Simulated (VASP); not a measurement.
# TeMo2 (P6/mmm) in VASP: further runs

The runs below take TeMo2 through single point, with PBE.

All numbers are computed with VASP 6.6.1; they aren't measurements. Logs are shortened: lines on timing, memory, paths and dates and some standing lists are left out, and cuts for length are marked.

**1. The cell of the first run**

Symmetry: P6/mmm, No. 191, hexagonal system. The conventional cell has a = 4.425 Å, b = 4.425 Å, c = 3.371 Å, α = 90.00°, β = 90.00°, γ = 120.00°. Within 4.0 Å of Te (site symmetry 6/mmm) lie 12 Mo at 3.06 Å and 2 Te at 3.37 Å. Within 3.4 Å of Mo (site symmetry -6m2) lie 5 Mo at 2.55 to 3.37 Å and 6 Te at 3.06 Å.

**2. Single point, PBE**

File INCAR:

```
ALGO = Normal ; EDIFF = 1E-6
ENCUT = 500 ; GGA = PE
GGA_COMPAT = False ; ISIF = 2
ISMEAR = 0 ; LASPH = True
LCHARG = False ; LREAL = False
LWAVE = False ; NBANDS = 24
NELM = 120 ; PREC = Accurate
SIGMA = 0.2
```

File KPOINTS:

```
k-points
0
Gamma
  6 6 5
```

File POSCAR:

```
TeMo2
1.0
    4.4247119456     -0.0000000031      0.0000000000
   -2.2123559701      3.8319129508      0.0000000000
    0.0000000000      0.0000000000      3.3705825421
Te Mo
1 2
Direct
    0.0000000000      0.0000000000      0.0000000000
    0.3333333333      0.6666666667      0.5000000000
    0.6666666667      0.3333333333      0.5000000000
```

Potentials or basis: VASP PAW PBE potentials, release 64 (Te, Mo_sv).

Started as:

```console
$ cat potpaw_PBE.64/Te/POTCAR potpaw_PBE.64/Mo_sv/POTCAR > POTCAR
$ mpirun -np 1 vasp_std > vasp.out
```

OUTCAR:

```text
EDIFF = 1E-6
   ENCUT = 500
   GGA = PE
   ISIF = 2
   ISMEAR = 0
   LASPH = True
   LREAL = False
   NELM = 120
   PREC = Accurate

 ion  position               nearest neighbor table
   1  0.000  0.000  0.000-   2 3.06   3 3.06   2 3.06   3 3.06   2 3.06   2 3.06   3 3.06   3 3.06
                             3 3.06   3 3.06   2 3.06   2 3.06
   2  0.333  0.667  0.500-   3 2.55   3 2.55   3 2.55   1 3.06   1 3.06   1 3.06   1 3.06   1 3.06
                             1 3.06
   3  0.667  0.333  0.500-   2 2.55   2 2.55   2 2.55   1 3.06   1 3.06   1 3.06   1 3.06   1 3.06
                             1 3.06

  LATTYP: Found a hexagonal cell.
 ALAT       =     4.4247119456
 C/A-ratio  =     0.7617631574

  Lattice vectors:

 A1 = (   4.4247119456,  -0.0000000031,   0.0000000000)
 A2 = (  -2.2123559701,   3.8319129508,   0.0000000000)
 A3 = (   0.0000000000,   0.0000000000,   3.3705825421)

Analysis of symmetry for initial positions (statically):
=====================================================================
 Subroutine PRICEL returns:
 Original cell was already a primitive cell.

 Routine SETGRP: Setting up the symmetry group for a
 hexagonal supercell.

 Subroutine GETGRP returns: Found 24 space group operations
 (whereof 24 operations were pure point group operations)
 out of a pool of 24 trial point group operations.

The static configuration has the point symmetry D_6h.

Analysis of symmetry for dynamics (positions and initial velocities):
=====================================================================
 Subroutine PRICEL returns:
 Original cell was already a primitive cell.

 Routine SETGRP: Setting up the symmetry group for a
 hexagonal supercell.

 Subroutine GETGRP returns: Found 24 space group operations
 (whereof 24 operations were pure point group operations)
 out of a pool of 24 trial point group operations.

The dynamic configuration has the point symmetry D_6h.

 Subroutine INISYM returns: Found 24 space group operations
 (whereof 24 operations are pure point group operations),
 and found     1 'primitive' translations

----------------------------------------------------------------------------------------

                                     Primitive cell

  volume of cell :      57.1486

  direct lattice vectors                    reciprocal lattice vectors
     4.424711946 -0.000000003  0.000000000     0.226003413  0.130483131  0.000000000
    -2.212355970  3.831912951  0.000000000     0.000000000  0.260966262  0.000000000
     0.000000000  0.000000000  3.370582542     0.000000000  0.000000000  0.296684620

  length of vectors
     4.424711946  4.424711946  3.370582542     0.260966262  0.260966262  0.296684620

  position of ions in fractional coordinates (direct lattice)
     0.000000000  0.000000000  0.000000000
     0.333333333  0.666666667  0.500000000
     0.666666667  0.333333333  0.500000000

  ion indices of the primitive-cell ions
   primitive index   ion index
                 1           1
                 2           2
                 3           3

----------------------------------------------------------------------------------------

 KPOINTS: k-points

Automatic generation of k-mesh.
 Grid dimensions read from file:
 generate k-points for:    6    6    5

 Generating k-lattice:

  Cartesian coordinates                     Fractional coordinates (reciprocal lattice)
     0.037667235  0.021747189  0.000000000     0.166666667 -0.000000000  0.000000000
     0.000000000  0.043494377  0.000000000     0.000000000  0.166666667  0.000000000
     0.000000000  0.000000000  0.059336924     0.000000000  0.000000000  0.200000000

  Length of vectors
     0.043494377  0.043494377  0.059336924

  Shift w.r.t. Gamma in fractional coordinates (k-lattice)
     0.000000000  0.000000000  0.000000000

 Subroutine IBZKPT returns following result:
 ===========================================

 Found     21 irreducible k-points:

 Following reciprocal coordinates:
            Coordinates               Weight
  0.000000  0.000000  0.000000      1.000000
  0.166667  0.000000  0.000000      6.000000
  0.333333 -0.000000  0.000000      6.000000
  0.500000  0.000000  0.000000      3.000000
  0.166667  0.166667  0.000000      6.000000
  0.333333  0.166667  0.000000     12.000000
[... 13 lines left out ...]
  0.333333  0.166667  0.400000     24.000000
  0.333333  0.333333  0.400000      4.000000
   k-points           NKPTS =     21   k-points in BZ     NKDIM =     21   number of bands    NBANDS=     24
   number of dos      NEDOS =    301   number of ions     NIONS =      3
   total plane-waves  NPLWV =  28672
   dimension x,y,z NGX =    32 NGY =   32 NGZ =   28
   dimension x,y,z NGXF=    64 NGYF=   64 NGZF=   56
   ions per type =               1   2
   NGX,Y,Z   is equivalent  to a cutoff of  12.02, 12.02, 13.81 a.u.
   NGXF,Y,Z  is equivalent  to a cutoff of  24.05, 24.05, 27.62 a.u.
 SYSTEM =  unknown system
   PREC   = accura    normal or accurate (medium, high low for compatibility)
   ISTART =      0    job   : 0-new  1-cont  2-samecut
   ICHARG =      2    charge: 1-file 2-atom 10-const
   ISPIN  =      1    spin polarized calculation?
   LNONCOLLINEAR =      F non collinear calculations
   LSORBIT =      F    spin-orbit coupling
   LASPH  =      T    aspherical Exc in radial PAW
   ENCUT  =  500.0 eV  36.75 Ry    6.06 a.u.   8.07  8.07  6.15*2*pi/ulx,y,z
   NELM   =    120;   NELMIN=  2; NELMDL= -5     # of ELM steps
   EDIFF  = 0.1E-05   stopping-criterion for ELM
   LREAL  =      F    real-space projection
   EDIFFG = 0.1E-04   stopping-criterion for IOM
   NSW    =      0    number of steps for IOM
   IBRION =     -1    ionic relax: 0-MD 1-quasi-New 2-CG
   NFREE  =      0    steps in history (QN), initial steepest desc. (CG)
   ISIF   =      2    stress and relaxation
   ISYM   =      2    0-nonsym 1-usesym 2-fastsym
   POTIM  = 0.5000    time-step for ionic-motion
   TEBEG  =    0.0;   TEEND  =   0.0 temperature during run
   PSTRESS=    0.0 pullay stress
   NELECT =      34.0000    total number of electrons
   NUPDOWN=      -1.0000    fix difference up-down
   EMIN   =  10.00;   EMAX   =-10.00  energy-range for DOS
   EFERMI =   0.00;   METHOD = LEGACY
   ISMEAR =     0;   SIGMA  =   0.20  broadening in eV -4-tet -1-fermi 0-gaus
   EFERMI_NEDOS =   21; number of points for ismear=-14 and -15
   IALGO  =     38    algorithm
   IMIX   =      4    mixing-type and parameters
     AMIX     =   0.40;   BMIX     =  1.00
     AMIX_MAG =   1.60;   BMIX_MAG =  1.00
  volume/ion in A,a.u.               =      19.05       128.55
  Fermi-wavevector in a.u.,A,eV,Ry     =   1.376890  2.601945 25.794282  1.895826
  Thomas-Fermi vector in A             =   2.502093
   LORBIT       =      0    0 simple, 1 ext, 2 COOP (PROOUT), +10 PAW based schemes
   GGA     = PE    functional components
   LHFCALC =     F    Hartree Fock is set to
   AEXX    =    0.0000 exact exchange contribution
   IVDW    =     0    specifies the selected vdW correction
   LEPSILON=     F    determine dielectric tensor
   LRPA    =     F    only Hartree local field effects (RPA)
 non-spin polarized calculation
 Gauss-broadening in eV      SIGMA  =   0.20
  energy-cutoff  :      500.00
  volume of cell :       57.15
 maximum number of plane-waves:      1462
   NGX = 17   NGY = 17   NGZ = 13

 number of electron      34.0000000 magnetization

 Free energy of the ion-electron system (eV)
  ---------------------------------------------------
  ext. energy  EPLUGINS =         0.00000000
  ---------------------------------------------------
  free energy    TOTEN  =       -22.82982938 eV

  energy without entropy =      -22.77137818  energy(sigma->0) =      -22.80060378

 E-fermi :  11.3362     XC(G=0): -12.0811

 val. band max:       11.3041621135   @ k =   0.3333  -0.0000   0.2000
 cond. band min:      11.3788588638   @ k =   0.5000   0.0000   0.2000
 fundamental gap:      0.0746967503
 Fermi energy:        11.3362316205

 k-point     1 :       0.0000    0.0000    0.0000
  band No.  band energies     occupation
      1     -49.4816      2.00000
      2     -49.1312      2.00000
      3     -23.9979      2.00000
      4     -23.9979      2.00000
      5     -23.5735      2.00000
      6     -23.2798      2.00000
[... 16 lines left out ...]
     23      14.3748      0.00000
     24      15.5779      0.00000

 k-point     2 :       0.1667    0.0000    0.0000
  band No.  band energies     occupation
      1     -49.4614      2.00000
      2     -49.1523      2.00000
      3     -24.0247      2.00000
      4     -23.9481      2.00000
      5     -23.5562      2.00000
      6     -23.2973      2.00000
[... 16 lines left out ...]
     23      13.8690      0.00000
     24      16.5740      0.00000

 k-point     3 :       0.3333   -0.0000    0.0000
  band No.  band energies     occupation
      1     -49.4090      2.00000
      2     -49.2067      2.00000
      3     -24.0745      2.00000
      4     -23.8290      2.00000
      5     -23.5115      2.00000
      6     -23.3424      2.00000
[... 16 lines left out ...]
     23      14.5813      0.00000
     24      17.6302      0.00000

 k-point     4 :       0.5000    0.0000    0.0000
  band No.  band energies     occupation
      1     -49.3667      2.00000
      2     -49.2500      2.00000
      3     -24.0977      2.00000
      4     -23.7516      2.00000
      5     -23.4756      2.00000
      6     -23.3785      2.00000
[... 16 lines left out ...]
     23      14.7261      0.00000
     24      18.1632      0.00000

 k-point     5 :       0.1667    0.1667    0.0000
  band No.  band energies     occupation
      1     -49.4244      2.00000
      2     -49.1908      2.00000
      3     -24.0732      2.00000
      4     -23.8457      2.00000
      5     -23.5246      2.00000
      6     -23.3292      2.00000
[... 370 lines left out ...]
 k-point    19 :       0.1667    0.1667    0.4000
  band No.  band energies     occupation
      1     -49.4166      2.00000
      2     -49.1839      2.00000
      3     -24.0569      2.00000
      4     -23.8310      2.00000
      5     -23.6499      2.00000
      6     -23.4330      2.00000
[... 16 lines left out ...]
     23      15.9252      0.00000
     24      16.5561      0.00000

 k-point    20 :       0.3333    0.1667    0.4000
  band No.  band energies     occupation
      1     -49.3591      2.00000
      2     -49.2428      2.00000
      3     -24.1041      2.00000
      4     -23.6768      2.00000
      5     -23.5954      2.00000
      6     -23.4870      2.00000
[... 16 lines left out ...]
     23      15.1323      0.00000
     24      15.7377      0.00000

 k-point    21 :       0.3333    0.3333    0.4000
  band No.  band energies     occupation
      1     -49.3012      2.00000
      2     -49.3012      2.00000
      3     -24.1345      2.00000
      4     -23.5413      2.00000
      5     -23.5413      2.00000
      6     -23.4491      2.00000
[... 16 lines left out ...]
     23      15.2013      0.00000
     24      15.6679      0.00000

------------------------ aborting loop because EDIFF is reached ----------------------------------------

  FORCE on cell =-STRESS in cart. coord.  units (eV):
  Direction    XX          YY          ZZ          XY          YZ          ZX
  --------------------------------------------------------------------------------------
  -------------------------------------------------------------------------------------
  Total        0.1368819      0.1368819      0.0493544      0.0000000      0.0000000      0.0000000
  in kB        3.8375227      3.8375227      1.3836643      0.0000000      0.0000000      0.0000000
  external PRESSURE =       3.0195699 kB  Pullay stress =       0.0000000 kB

 VOLUME and BASIS-vectors are now :
 -----------------------------------------------------------------------------
  energy-cutoff  :      500.00
  volume of cell :       57.15
      direct lattice vectors                 reciprocal lattice vectors
     4.424711946 -0.000000003  0.000000000     0.226003413  0.130483131  0.000000000
    -2.212355970  3.831912951  0.000000000     0.000000000  0.260966262  0.000000000
     0.000000000  0.000000000  3.370582542     0.000000000  0.000000000  0.296684620

 POSITION                                       TOTAL-FORCE (eV/Angst)
 -----------------------------------------------------------------------------------
      0.00000      0.00000      0.00000         0.000000     -0.000000      0.000000
      0.00000      2.55461      1.68529        -0.000000      0.000000      0.000000
      2.21236      1.27730      1.68529         0.000000     -0.000000     -0.000000
 -----------------------------------------------------------------------------------
    total drift:                               -0.000000      0.000000      0.000000

  FREE ENERGIE OF THE ION-ELECTRON SYSTEM (eV)
  ---------------------------------------------------
  free  energy   TOTEN  =       -22.8298293822 eV

  energy  without entropy=      -22.7713781754  energy(sigma->0) =      -22.80060378
```

Wall time 16 s (1 thread of Intel Xeon Platinum 8559C (Emerald Rapids), shared host); peak memory 0.17 GiB.

Results:

```
Free energy            : -22.8298 eV
Pressure               : 0.3 GPa
Band gap on the k mesh : zero (band 17 reaches 12.67 eV, above the bottom of band 18 at 10.88 eV)
```

Stress tensor (GPa, compression positive):
```
0.38 0.00 0.00
0.00 0.38 0.00
0.00 0.00 0.14
```

Levels at points of the mesh, in eV from the Fermi level:
```csv
k point,band 15,band 16,band 17,band 18,band 19,band 20
"(0.00, 0.00, 0.00)",-0.76,-0.76,-0.59,-0.30,-0.15,1.44
"(0.50, 0.00, 0.00)",-1.75,-1.60,-1.47,0.87,1.81,2.25
```

Caveat: the k points lie up to 0.37 Å⁻¹ apart; spin-orbit coupling is left out, which moves the levels of the heavy elements.

**3. Single point, PBE**

This run uses another cell than the first one, of 20.46 Å³/atom, 1.074 times its volume.

File INCAR:

```
SYSTEM = TeMo2
PREC = Accurate
ENCUT = 500
EDIFF = 1E-6
ISMEAR = 0
SIGMA = 0.2
LREAL = .FALSE.
LASPH = .TRUE.
NELM = 120
ALGO = Normal
ISIF = 2
LWAVE = .FALSE.
LCHARG = .FALSE.
GGA = PE
NBANDS = 24
GGA_COMPAT = .FALSE.
```

File KPOINTS:

```
Automatic mesh
0
G
  6 6 4
  0 0 0
```

File POSCAR:

```
TeMo2
1.0
    4.7494948235     -0.0000000034      0.0000000000
   -2.3747474088      4.1131831740      0.0000000000
    0.0000000000      0.0000000000      3.1425689900
Te Mo
1 2
Direct
    0.0000000000      0.0000000000      0.5000000000
    0.3333333333      0.6666666667      0.5000000000
    0.6666666667      0.3333333333      0.5000000000
```

Potentials or basis: VASP PAW PBE potentials, release 64 (Te, Mo_sv).

Started as:

```console
$ cat potpaw_PBE.64/Te/POTCAR potpaw_PBE.64/Mo_sv/POTCAR > POTCAR
$ mpirun -np 1 vasp_std > vasp.out
```

OUTCAR:

```text
SYSTEM = TeMo2
   PREC = Accurate
   ENCUT = 500
   EDIFF = 1E-6
   ISMEAR = 0
   LREAL = .FALSE.
   LASPH = .TRUE.
   NELM = 120
   ISIF = 2
   GGA = PE

 ion  position               nearest neighbor table
   1  0.000  0.000  0.500-   2 2.74   3 2.74   3 2.74   2 2.74   3 2.74   2 2.74
   2  0.333  0.667  0.500-   1 2.74   3 2.74   3 2.74   1 2.74   1 2.74   3 2.74
   3  0.667  0.333  0.500-   1 2.74   2 2.74   2 2.74   1 2.74   1 2.74   2 2.74

  LATTYP: Found a hexagonal cell.
 ALAT       =     4.7494948235
 C/A-ratio  =     0.6616638415

[... 754 lines left out ...]

  FORCE on cell =-STRESS in cart. coord.  units (eV):
  Direction    XX          YY          ZZ          XY          YZ          ZX
  --------------------------------------------------------------------------------------
  -------------------------------------------------------------------------------------
  Total        0.0766257      0.0766257     -0.0031953      0.0000000      0.0000000      0.0000000
  in kB        1.9997449      1.9997449     -0.0833908      0.0000000      0.0000000      0.0000000
  external PRESSURE =       1.3053663 kB  Pullay stress =       0.0000000 kB

 VOLUME and BASIS-vectors are now :
 -----------------------------------------------------------------------------
  energy-cutoff  :      500.00
  volume of cell :       61.39
      direct lattice vectors                 reciprocal lattice vectors
     4.749494824 -0.000000003  0.000000000     0.210548708  0.121560353  0.000000000
    -2.374747409  4.113183174  0.000000000     0.000000000  0.243120707  0.000000000
     0.000000000  0.000000000  3.142568990     0.000000000  0.000000000  0.318210993

 POSITION                                       TOTAL-FORCE (eV/Angst)
 -----------------------------------------------------------------------------------
      0.00000      0.00000      1.57128        -0.000000      0.000000     -0.000000
      0.00000      2.74212      1.57128         0.000000      0.000000      0.000000
      2.37475      1.37106      1.57128         0.000000     -0.000000     -0.000000
 -----------------------------------------------------------------------------------
    total drift:                                0.000000     -0.000000     -0.000000

  FREE ENERGIE OF THE ION-ELECTRON SYSTEM (eV)
  ---------------------------------------------------
  free  energy   TOTEN  =       -21.9800045353 eV

  energy  without entropy=      -21.9061930470  energy(sigma->0) =      -21.94309879
```

stdout:

```text
POSCAR found type information on POSCAR TeMo
 POSCAR found :  2 types and       3 ions
 scaLAPACK will be used
 LDA part: xc-table for (Slater+PW92), standard interpolation
 POSCAR, INCAR and KPOINTS ok, starting setup
 FFT: planning ... GRIDC
 FFT: planning ... GRID_SOFT
 FFT: planning ... GRID
 WAVECAR not read
 entering main loop
```

Run time: 15 s. Hardware: 1 thread of Intel Xeon Platinum 8559C (Emerald Rapids), shared host; peak memory 0.19 GiB.

Results:

```yaml
Free_energy: -21.9800 eV
Pressure: 0.1 GPa
Band_gap_on_the_k_mesh: zero (band 17 reaches 10.50 eV, above the bottom of band 18 at 9.07 eV)
```

Levels at points of the mesh, in eV from the Fermi level:
| k point | band 15 | band 16 | band 17 | band 18 | band 19 | band 20 |
| --- | --- | --- | --- | --- | --- | --- |
| (0.00, 0.00, 0.00) | -1.05 | -0.42 | -0.05 | -0.05 | 1.63 | 1.63 |
| (0.50, 0.00, 0.00) | -1.37 | -0.81 | -0.35 | 0.67 | 1.18 | 1.27 |
| (0.00, 0.00, 0.50) | -0.53 | -0.53 | -0.45 | -0.45 | 0.26 | 2.71 |
| (0.50, 0.00, 0.50) | -1.70 | -0.50 | -0.11 | 0.75 | 1.10 | 1.40 |

Caveat: the k points lie up to 0.50 Å⁻¹ apart; spin-orbit coupling is left out, which moves the levels of the heavy elements.
